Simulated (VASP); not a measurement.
# Rh (Fm-3m) in VASP: a series of runs, part 2 of 2

VASP 6.6.1. The steps go on from the part before.

## 3. Relaxation of cell and atoms, PBEsol, target pressure 15 GPa, at which the enthalpy is minimised

INCAR reads:

```
  ALGO = Normal
  EDIFF = 1E-7
  EDIFFG = -0.03
  ENCUT = 500
  GGA = PS
  GGA_COMPAT = False
  IBRION = 2
  ISIF = 3
  ISMEAR = 0
  LASPH = True
  LCHARG = False
  LREAL = False
  LWAVE = False
  NELM = 120
  NELMIN = 4
  NSW = 60
  PREC = Accurate
  PSTRESS = 150.0
  SIGMA = 0.05
```

KPOINTS reads:

```
k-points
0
Gamma
  10 10 10
```

POSCAR reads:

```
Rh
1.0
    2.6839650000      0.0000000000      0.0000000000
    1.3419825000      2.3243818729      0.0000000000
    1.3419825000      0.7747939576      2.1914482458
Rh
1
Direct
    0.0000000000      0.0000000000      0.0000000000
```

Potentials or basis: VASP PAW PBE potentials, release 64 (Rh_pv).

The run is started by

```bash
$ cat potpaw_PBE.64/Rh_pv/POTCAR > POTCAR
$ mpirun -np 1 vasp_std > vasp.out
```

Wall time 16 s (1 thread of Intel Xeon Platinum 8375C at 2.90GHz (Ice Lake), shared host); peak memory 0.14 GiB.

Results (log left out):

* Free energy: -8.1205 eV
* Relaxed volume: 12.90 Å³/atom
* Relaxed cell: a = 2.632 Å, b = 2.632 Å, c = 2.632 Å, α = 60.00°, β = 60.00°, γ = 60.00°
* Space group after relaxing (to 0.05 Å): Fm-3m (No. 225)
* Energy change on relaxing (the enthalpy is what falls): +24.7 meV/atom
* Ionic steps: 5
* Pressure after relaxing: 15.0 GPa

Step by step:
| step | energy change (eV) | largest force (eV/Å) | pressure (GPa) | volume (Å³) |
| --- | --- | --- | --- | --- |
| 1 | 0.0000 | 0.0000 | -3.69 | 13.67 |
| 2 | 0.8123 | 0.0000 | 119.27 | 10.75 |
| 3 | 0.0198 | 0.0000 | 13.45 | 12.95 |
| 4 | 0.0234 | 0.0000 | 14.61 | 12.91 |
| 5 | 0.0247 | 0.0000 | 15.03 | 12.90 |

Final structure:
```xyz
1
Lattice="2.6324 0.0000 0.0000 1.3162 2.2798 0.0000 1.3162 0.7599 2.1494" Properties=species:S:1:pos:R:3 pbc="T T T"
Rh    0.0000    0.0000    0.0000
```

Levels at points of the mesh, in eV from the Fermi level:
| k point | band 5 | band 6 | band 7 | band 8 | band 9 | band 10 |
| --- | --- | --- | --- | --- | --- | --- |
| (0.00, 0.00, 0.00) | -3.46 | -3.46 | -3.46 | -1.13 | -1.13 | 15.82 |
| (0.50, 0.00, 0.00) | -3.55 | -3.55 | 0.54 | 0.61 | 0.61 | 9.23 |
| (0.50, 0.50, 0.00) | -6.63 | 0.59 | 1.07 | 1.07 | 3.23 | 13.03 |

Caveat: the cell is relaxed towards a set pressure, so the enthalpy falls and the energy may rise; the PAW data sets were made with another functional, which shifts forces and pressure a little.

## 4. Relaxation of cell and atoms, PBEsol, target pressure 30 GPa, at which the enthalpy is minimised

INCAR reads:

```
PREC = Accurate
ENCUT = 500
EDIFF = 1E-7
ISMEAR = 0
SIGMA = 0.05
LREAL = F
LASPH = T
NELM = 120
ALGO = Normal
ISIF = 3
LWAVE = F
LCHARG = F
GGA = PS
IBRION = 2
NSW = 60
EDIFFG = -0.03
PSTRESS = 300.0
GGA_COMPAT = F
NELMIN = 4
```

KPOINTS reads:

```
Automatic mesh
0
Gamma
  10 10 10
```

POSCAR is that of step 3.

Potentials or basis: VASP PAW PBE potentials, release 64 (Rh_pv).

The run is started by

```bash
$ cat potpaw_PBE.64/Rh_pv/POTCAR > POTCAR
$ mpirun -np 1 vasp_std > vasp.out
```

OUTCAR:

```text
PREC = Accurate
   ENCUT = 500
   EDIFF = 1E-7
   ISMEAR = 0
   LREAL = F
   LASPH = T
   NELM = 120
   ISIF = 3
   GGA = PS
   IBRION = 2
   NSW = 60
   EDIFFG = -0.03
   PSTRESS = 300.0
   NELMIN = 4

 ion  position               nearest neighbor table
   1  0.000  0.000  0.000-

  LATTYP: Found a face centered cubic cell.
 ALAT       =     3.7956997040

  Lattice vectors:

 A1 = (   2.6839650000,   0.0000000000,   0.0000000000)
 A2 = (   1.3419825000,   2.3243818729,   0.0000000000)
 A3 = (   1.3419825000,   0.7747939576,   2.1914482458)

Analysis of symmetry for initial positions (statically):
=====================================================================
[... 325 lines left out ...]
  free energy    TOTEN  =        -8.05531230 eV

  energy without entropy =       -8.05365212  energy(sigma->0) =       -8.05448221

 E-fermi :  13.7543     XC(G=0): -14.8777

 val. band max:       13.7507821515   @ k =   0.5000   0.4000   0.1000
 cond. band min:      13.7552159128   @ k =  -0.4000   0.5000   0.1000
 fundamental gap:      0.0044337614
 Fermi energy:        13.7543103858

 k-point     1 :       0.0000    0.0000    0.0000
  band No.  band energies     occupation
      1     -32.8034      2.00000
      2     -32.8034      2.00000
      3     -32.8034      2.00000
      4       4.8908      2.00000
      5      10.0883      2.00000
      6      10.0883      2.00000
      7      10.0883      2.00000
      8      12.5651      2.00000
      9      12.5651      2.00000
     10      29.5076      0.00000
     11      33.7808      0.00000
[... 309 lines left out ...]
 k-point    24 :       0.4000    0.3000    0.0000
  band No.  band energies     occupation
      1     -33.5968      2.00000
      2     -33.1274      2.00000
      3     -33.0942      2.00000
      4       7.1964      2.00000
      5       7.5337      2.00000
      6      12.0164      2.00000
      7      12.9053      2.00000
      8      14.3049      0.00000
      9      15.2401      0.00000
     10      28.8431      0.00000
     11      30.7055      0.00000

 [... further k-points ...]
[... 5 lines left out ...]
  --------------------------------------------------------------------------------------
  -------------------------------------------------------------------------------------
  Total        2.3286714      2.3286714      2.3286714      0.0000000     -0.0000000      0.0000000
  in kB      300.1588363    300.1588363    300.1588363      0.0000000     -0.0000000      0.0000000
  external PRESSURE =       0.1588363 kB  Pullay stress =     300.0000000 kB
[... 20 lines left out ...]
  energy  without entropy=       -8.0536521179  energy(sigma->0) =       -8.05448221

  enthalpy is  TOTEN    =        -5.7278732059 eV   P V=        2.3274390979

 reached required accuracy - stopping structural energy minimisation
```

OSZICAR:

```text
N       E                     dE             d eps       ncg     rms          rms(c)
DAV:   1     0.110851909399E+03    0.11085E+03   -0.90913E+03  1034   0.142E+03
DAV:   2    -0.737819493779E+01   -0.11823E+03   -0.11337E+03  1064   0.382E+02
DAV:   3    -0.877153550330E+01   -0.13933E+01   -0.13864E+01  1217   0.476E+01
DAV:   4    -0.877943846267E+01   -0.79030E-02   -0.79025E-02  1117   0.368E+00
[... 45 lines left out ...]
DAV:   3    -0.805528537101E+01    0.18789E-03   -0.57147E-04  1148   0.349E-01    0.654E-02
DAV:   4    -0.805531374966E+01   -0.28379E-04   -0.70741E-05  1085   0.122E-01    0.507E-03
DAV:   5    -0.805531326695E+01    0.48271E-06   -0.15753E-06  1220   0.192E-02    0.271E-03
DAV:   6    -0.805531225258E+01    0.10144E-05   -0.95278E-08   785   0.484E-03    0.296E-04
DAV:   7    -0.805531230375E+01   -0.51169E-07   -0.90139E-09   553   0.152E-03
   5 F= -.57278732E+01 E0= -.57270431E+01  d E =-.142585E+00
```

CONTCAR:

```text
Rh
   1.00000000000000
     2.6001249403092883   -0.0000000000000000   -0.0000000000000000
     1.3000624701546442    2.2517742513518324    0.0000000000001211
     1.3000624701546442    0.7505914170850996    2.1229931237189286
  Rh
     1
Direct
     0.0000000000000000    0.0000000000000000    0.0000000000000000

  0.00000000E+00  0.00000000E+00  0.00000000E+00
```

It took 19 s on 1 thread of Intel Xeon Platinum 8375C at 2.90GHz (Ice Lake), shared host; peak memory 0.14 GiB.

Results:

| Item | Value |
| --- | --- |
| Free energy | -8.0553 eV |
| Relaxed volume | 12.43 Å³/atom |
| Relaxed cell | a = 2.600 Å, b = 2.600 Å, c = 2.600 Å, α = 60.00°, β = 60.00°, γ = 60.00° |
| Space group after relaxing (to 0.05 Å) | Fm-3m (No. 225) |
| Energy change on relaxing (the enthalpy is what falls) | +89.9 meV/atom |
| Ionic steps | 5 |
| Pressure after relaxing | 30.0 GPa |

Step by step:
| step | energy change (eV) | largest force (eV/Å) | pressure (GPa) | volume (Å³) |
| --- | --- | --- | --- | --- |
| 1 | 0.0000 | 0.0000 | -3.69 | 13.67 |
| 2 | 3.6816 | 0.0000 | 378.20 | 8.74 |
| 3 | 0.0603 | 0.0000 | 24.03 | 12.61 |
| 4 | 0.0772 | 0.0000 | 27.55 | 12.50 |
| 5 | 0.0899 | 0.0000 | 30.02 | 12.43 |

Final structure:
```
Rh
1.0
     2.60012    0.00000    0.00000
     1.30006    2.25177    0.00000
     1.30006    0.75059    2.12299
Rh
1
Direct
  0.00000 0.00000 0.00000
```

Caveat: the cell is relaxed towards a set pressure, so the enthalpy falls and the energy may rise; the PAW data sets were made with another functional, which shifts forces and pressure a little.

## 5. Relaxation of cell and atoms, PBEsol, target pressure 45 GPa, at which the enthalpy is minimised

INCAR reads:

```
  PREC = Accurate
  ENCUT = 500
  EDIFF = 1E-7
  ISMEAR = 0
  SIGMA = 0.05
  LREAL = F
  LASPH = T
  NELM = 120
  ALGO = Normal
  ISIF = 3
  LWAVE = F
  LCHARG = F
  GGA = PS
  IBRION = 2
  NSW = 60
  EDIFFG = -0.03
  PSTRESS = 450.0
  GGA_COMPAT = F
  NELMIN = 4
```

KPOINTS is that of step 4.

POSCAR is that of step 4.

The run is started by

```bash
$ cat potpaw_PBE.64/Rh_pv/POTCAR > POTCAR
$ mpirun -np 1 vasp_std > vasp.out
```

It took 21 s on 1 thread of Intel Xeon Platinum 8375C at 2.90GHz (Ice Lake), shared host; peak memory 0.14 GiB.

It converged, with:

```yaml
Free_energy: -7.9638 eV
Relaxed_volume: 12.04 Å³/atom
Relaxed_cell: a = 2.572 Å, b = 2.572 Å, c = 2.572 Å, α = 60.00°, β = 60.00°, γ = 60.00°
Space_group_after_relaxing_to_0.05_Å: Fm-3m (No. 225)
Energy_change_on_relaxing_the_enthalpy_is_what_falls: +181.4 meV/atom
Ionic_steps: 5
Pressure_after_relaxing: 45.2 GPa
```

The path:
```tsv
step	energy change (eV)	largest force (eV/Å)	pressure (GPa)	volume (Å³)
1	0.0000	0.0000	-3.69	13.67
2	10.5061	0.0000	967.63	6.99
3	0.0976	0.0000	31.45	12.39
4	0.1327	0.0000	37.56	12.23
5	0.1814	0.0000	45.21	12.04
```

Final structure:
```cif
data_structure
_symmetry_space_group_name_H-M 'P 1'
_symmetry_Int_Tables_number 1
_cell_length_a 2.5725
_cell_length_b 2.5725
_cell_length_c 2.5725
_cell_angle_alpha 60.000
_cell_angle_beta 60.000
_cell_angle_gamma 60.000
_cell_volume 12.04
loop_
_atom_site_label
_atom_site_type_symbol
_atom_site_fract_x
_atom_site_fract_y
_atom_site_fract_z
_atom_site_occupancy
Rh1 Rh 0.00000 0.00000 0.00000 1
```

Levels at points of the mesh, in eV from the Fermi level:
```tsv
k point	band 3	band 4	band 5	band 6	band 7	band 8	band 9	band 10	band 11
(0.00, 0.00, 0.00)	-46.62	-9.11	-3.85	-3.85	-3.85	-1.25	-1.25	15.68	19.94
(0.50, 0.00, 0.00)	-46.77	-7.42	-3.96	-3.96	0.49	0.69	0.69	10.04	15.25
(0.50, 0.50, 0.00)	-47.03	-7.78	-7.35	0.67	1.21	1.21	3.35	13.98	14.01
```

Caveat: the cell is relaxed towards a set pressure, so the enthalpy falls and the energy may rise; the PAW data sets were made with another functional, which shifts forces and pressure a little.

## 6. Overview

| cell | gap on the mesh (eV) | pressure (GPa) |
| --- | --- | --- |
| relaxed | none | 0.0 |
| relaxed to 15 GPa | none | 15.0 |
| relaxed to 30 GPa | none | 30.0 |
| relaxed to 45 GPa | none | 45.2 |

Alike in all rows: task relaxation of cell and atoms; level PBEsol; potentials or basis VASP PAW PBE potentials, release 64 (Rh_pv); no spin polarisation; k mesh 10 × 10 × 10; cutoff (eV) 500; smearing gaussian 0.05 eV.

Caveats: the PAW data sets were made with another functional, which shifts forces and pressure a little; the cell is relaxed towards a set pressure, so the enthalpy falls and the energy may rise (some runs).

Total energies depend on the potentials used, so only differences within one code and one set of settings carry meaning.
